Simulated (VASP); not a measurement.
# H (Im-3m) in VASP: single point with PBEsol

Aim: the single point of H with PBEsol.

Program: VASP 6.6.1. These are calculated values, not measurements. Logs are shortened: lines on timing, memory, paths and dates and some standing lists are left out, and cuts for length are marked.

### 1 The cell of the first run

Symmetry: Im-3m, No. 229, cubic system. Conventional cell: a = 1.812 Å, b = 1.812 Å, c = 1.812 Å, α = 90.00°, β = 90.00°, γ = 90.00°. Within 2.1 Å of H (site symmetry m-3m) lie 14 H at 1.57 to 1.81 Å.

### 2 Single point, PBEsol

Contents of INCAR:

```
ALGO = Normal
EDIFF = 1E-6
ENCUT = 520
GGA = PS
ISIF = 2
ISMEAR = -1
LASPH = True
LCHARG = False
LREAL = False
LWAVE = False
NBANDS = 6
NELM = 100
PREC = Accurate
SIGMA = 0.13605693000000002
```

Contents of KPOINTS:

```
k-points
0
Gamma
  18 18 18
```

Contents of POSCAR:

```
H
1.0
   -0.9062324610      0.9062324610      0.9062324610
    0.9062324610     -0.9062324610      0.9062324610
    0.9062324610      0.9062324610     -0.9062324610
H
1
Direct
    0.0000000000      0.0000000000      0.0000000000
```

Potentials or basis: VASP PAW PBE potentials, release 64 (H).

On the command line:

```bash
cat potpaw_PBE.64/H/POTCAR > POTCAR
mpirun -np 1 vasp_std > vasp.out
```

OUTCAR:

```text
EDIFF = 1E-6
   ENCUT = 520
   GGA = PS
   ISIF = 2
   ISMEAR = -1
   LASPH = True
   LREAL = False
   NELM = 100
   PREC = Accurate

 ion  position               nearest neighbor table
   1  0.000  0.000  0.000-

  LATTYP: Found a body centered cubic cell.
 ALAT       =     1.8124649220

  Lattice vectors:

 A1 = (  -0.9062324610,   0.9062324610,   0.9062324610)
 A2 = (   0.9062324610,  -0.9062324610,   0.9062324610)
 A3 = (   0.9062324610,   0.9062324610,  -0.9062324610)

Analysis of symmetry for initial positions (statically):
=====================================================================
 Subroutine PRICEL returns:
 Original cell was already a primitive cell.

 Routine SETGRP: Setting up the symmetry group for a
 body centered cubic supercell.

 Subroutine GETGRP returns: Found 48 space group operations
[... 9 lines left out ...]

 Routine SETGRP: Setting up the symmetry group for a
 body centered cubic supercell.

 Subroutine GETGRP returns: Found 48 space group operations
[... 11 lines left out ...]
                                     Primitive cell

  volume of cell :       2.9770

  direct lattice vectors                    reciprocal lattice vectors
    -0.906232461  0.906232461  0.906232461     0.000000000  0.551734816  0.551734816
     0.906232461 -0.906232461  0.906232461     0.551734816  0.000000000  0.551734816
     0.906232461  0.906232461 -0.906232461     0.551734816  0.551734816  0.000000000

  length of vectors
     1.569640666  1.569640666  1.569640666     0.780270859  0.780270859  0.780270859

  position of ions in fractional coordinates (direct lattice)
     0.000000000  0.000000000  0.000000000

  ion indices of the primitive-cell ions
   primitive index   ion index
                 1           1

----------------------------------------------------------------------------------------

 KPOINTS: k-points

Automatic generation of k-mesh.
 Grid dimensions read from file:
 generate k-points for:   18   18   18

 Generating k-lattice:

  Cartesian coordinates                     Fractional coordinates (reciprocal lattice)
     0.000000000  0.030651934  0.030651934     0.055555556  0.000000000  0.000000000
     0.030651934  0.000000000  0.030651934     0.000000000  0.055555556  0.000000000
     0.030651934  0.030651934  0.000000000     0.000000000  0.000000000  0.055555556

  Length of vectors
     0.043348381  0.043348381  0.043348381

  Shift w.r.t. Gamma in fractional coordinates (k-lattice)
[... 42 lines left out ...]
 SYSTEM =  unknown system
   PREC   = accura    normal or accurate (medium, high low for compatibility)
   ISTART =      0    job   : 0-new  1-cont  2-samecut
   ICHARG =      2    charge: 1-file 2-atom 10-const
   ISPIN  =      1    spin polarized calculation?
   LNONCOLLINEAR =      F non collinear calculations
   LSORBIT =      F    spin-orbit coupling
   LASPH  =      T    aspherical Exc in radial PAW
   ENCUT  =  520.0 eV  38.22 Ry    6.18 a.u.   2.92  2.92  2.92*2*pi/ulx,y,z
   NELM   =    100;   NELMIN=  2; NELMDL= -5     # of ELM steps
   EDIFF  = 0.1E-05   stopping-criterion for ELM
   LREAL  =      F    real-space projection
   EDIFFG = 0.1E-04   stopping-criterion for IOM
   NSW    =      0    number of steps for IOM
   IBRION =     -1    ionic relax: 0-MD 1-quasi-New 2-CG
   NFREE  =      0    steps in history (QN), initial steepest desc. (CG)
   ISIF   =      2    stress and relaxation
   ISYM   =      2    0-nonsym 1-usesym 2-fastsym
   POTIM  = 0.5000    time-step for ionic-motion
   TEBEG  =    0.0;   TEEND  =   0.0 temperature during run
   PSTRESS=    0.0 pullay stress
   NELECT =       1.0000    total number of electrons
   NUPDOWN=      -1.0000    fix difference up-down
   EMIN   =  10.00;   EMAX   =-10.00  energy-range for DOS
   EFERMI =   0.00;   METHOD = LEGACY
   ISMEAR =    -1;   SIGMA  =   0.14  broadening in eV -4-tet -1-fermi 0-gaus
   EFERMI_NEDOS =   21; number of points for ismear=-14 and -15
   IALGO  =     38    algorithm
   IMIX   =      4    mixing-type and parameters
     AMIX     =   0.40;   BMIX     =  1.00
     AMIX_MAG =   1.60;   BMIX_MAG =  1.00
  volume/ion in A,a.u.               =       2.98        20.09
  Fermi-wavevector in a.u.,A,eV,Ry     =   1.138016  2.150539 17.620654  1.295082
  Thomas-Fermi vector in A             =   2.274721
   LORBIT       =      0    0 simple, 1 ext, 2 COOP (PROOUT), +10 PAW based schemes
   GGA     = PS    functional components
   LHFCALC =     F    Hartree Fock is set to
   AEXX    =    0.0000 exact exchange contribution
   IVDW    =     0    specifies the selected vdW correction
   LEPSILON=     F    determine dielectric tensor
   LRPA    =     F    only Hartree local field effects (RPA)
 non-spin polarized calculation
  energy-cutoff  :      520.00
  volume of cell :        2.98
 maximum number of plane-waves:        92
   NGX =  5   NGY =  5   NGZ =  5

 number of electron       0.9999999 magnetization

 Free energy of the ion-electron system (eV)
  ---------------------------------------------------
  ext. energy  EPLUGINS =         0.00000000
  ---------------------------------------------------
  free energy    TOTEN  =        -2.21807960 eV

  energy without entropy =       -2.21212195  energy(sigma->0) =       -2.21510078

 E-fermi :   2.9961     XC(G=0): -11.1842

 val. band max:        2.8810126396   @ k =  -0.3333   0.3333   0.2778
 cond. band min:       3.1179300453   @ k =   0.3333   0.1667  -0.0000
 fundamental gap:      0.2369174057
 Fermi energy:         2.9961242714

 k-point     1 :       0.0000    0.0000    0.0000
  band No.  band energies     occupation
      1     -13.5129      2.00000
      2      59.4349      0.00000
      3      76.7160      0.00000
      4      76.7160      0.00000
      5      76.7161      0.00000
      6      81.5212      0.00000
[... 199 lines left out ...]
 k-point    24 :       0.3889    0.1111    0.0000
  band No.  band energies     occupation
      1       3.8941      0.00272
      2      16.7253      0.00000
      3      41.3430      0.00000
      4      52.8278      0.00000
      5      61.6577      0.00000
      6      73.2842      0.00000

 [... further k-points ...]
[... 5 lines left out ...]
  --------------------------------------------------------------------------------------
  -------------------------------------------------------------------------------------
  Total       -0.0524370     -0.0524370     -0.0524370      0.0000000      0.0000000     -0.0000000
  in kB      -28.2208076    -28.2208076    -28.2208076      0.0000000      0.0000000     -0.0000000
  external PRESSURE =     -28.2208076 kB  Pullay stress =       0.0000000 kB

 VOLUME and BASIS-vectors are now :
 -----------------------------------------------------------------------------
  energy-cutoff  :      520.00
  volume of cell :        2.98
      direct lattice vectors                 reciprocal lattice vectors
    -0.906232461  0.906232461  0.906232461     0.000000000  0.551734816  0.551734816
     0.906232461 -0.906232461  0.906232461     0.551734816  0.000000000  0.551734816
     0.906232461  0.906232461 -0.906232461     0.551734816  0.551734816  0.000000000

 POSITION                                       TOTAL-FORCE (eV/Angst)
 -----------------------------------------------------------------------------------
      0.00000      0.00000      0.00000        -0.000000      0.000000      0.000000
 -----------------------------------------------------------------------------------
    total drift:                               -0.000000     -0.000000     -0.000000

  FREE ENERGIE OF THE ION-ELECTRON SYSTEM (eV)
  ---------------------------------------------------
  free  energy   TOTEN  =        -2.2180796008 eV

  energy  without entropy=       -2.2121219501  energy(sigma->0) =       -2.21510078
```

OSZICAR:

```text
N       E                     dE             d eps       ncg     rms          rms(c)
DAV:   1    -0.220149712959E+01   -0.22015E+01   -0.18506E+02  2856   0.644E+01
DAV:   2    -0.221841579340E+01   -0.16919E-01   -0.16909E-01  3024   0.249E+00
DAV:   3    -0.221841769005E+01   -0.18967E-05   -0.18966E-05  2706   0.223E-02
DAV:   4    -0.221841768986E+01    0.19314E-09   -0.97927E-11  3030   0.466E-05
DAV:   5    -0.221841768984E+01    0.13618E-10   -0.20891E-14  2370   0.780E-08    0.387E-01
DAV:   6    -0.221819774916E+01    0.21994E-03   -0.15428E-06  2604   0.864E-03    0.233E-01
DAV:   7    -0.221808004055E+01    0.11771E-03   -0.58888E-06  2628   0.167E-02    0.638E-03
DAV:   8    -0.221807960077E+01    0.43979E-06   -0.36721E-09  2238   0.464E-04
   1 F= -.22180796E+01 E0= -.22151008E+01  d E =-.595765E-02
```

It took 1.8 s on 1 thread of Intel Xeon 6975P-C, shared host; peak memory 0.1 GiB.

What came out:

| Quantity | Value |
| --- | --- |
| Free energy | -2.2181 eV |
| Pressure | -2.8 GPa |

Levels at points of the mesh, in eV from the Fermi level:
```csv
k point,band 1,band 2
"(0.00, 0.00, 0.00)",-16.51,56.44
"(0.50, 0.00, 0.00)",2.25,10.30
"(0.50, 0.50, 0.50)",15.56,31.87
```

Caveat: the PAW data sets were made with another functional, which shifts forces and pressure a little.
